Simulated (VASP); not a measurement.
Write the native input for VASP 6.6.1 that does the following.

* Task: single point
* Functional: LDA
* Potentials or basis: VASP PAW LDA potentials, release 64 (Rh_pv)
* Cutoff: 520 eV
* k mesh: 5 × 5 × 5
* Occupations: fermi-dirac, width 0.1 eV
* Spin: no spin polarisation
* Dipole correction: no
* Further INCAR settings: ALGO = Normal; EDIFF = 1e-06; NBANDS = 14

The structure of Rh lies in POSCAR:

```
Rh
1.0
    0.0000000000      1.8776226225      1.8776226225
    1.8776226225      0.0000000000      1.8776226225
    1.8776226225      1.8776226225      0.0000000000
Rh
1
Direct
    0.0000000000      0.0000000000      0.0000000000
```

One way to write it, as run:

INCAR

```
PREC     = Accurate       # precision mode
ENCUT    = 520            # plane-wave cutoff, eV
EDIFF    = 1E-6           # SCF threshold, eV
ISMEAR   = -1             # smearing method
SIGMA    = 0.1            # smearing width, eV
LREAL    = False          # projectors in reciprocal space
LASPH    = True           # aspherical terms in the spheres
NELM     = 100            # most SCF steps
ALGO     = Normal         # electronic algorithm
ISIF     = 2              # what is computed and relaxed
LWAVE    = False          # write WAVECAR
LCHARG   = True           # write CHGCAR
GGA      = CA             # functional
LELF     = True           # ELF
LVHAR    = True         
NBANDS   = 14             # bands
```

KPOINTS

```
Automatic mesh
0
Gamma
  5 5 5
```

Potentials or basis: VASP PAW LDA potentials, release 64 (Rh_pv).

Command:

```sh
$ cat potpaw_LDA.64/Rh_pv/POTCAR > POTCAR
$ mpirun -np 1 vasp_std > vasp.out
```

Results of the run:

- Pressure: 4.2 GPa

Caveat: the k points lie up to 0.58 Å⁻¹ apart.

Wall time 1.9 s on 1 thread of Intel(R) Xeon(R) 6975P-C (Granite Rapids), on a shared host, peak memory 0.11 GiB.
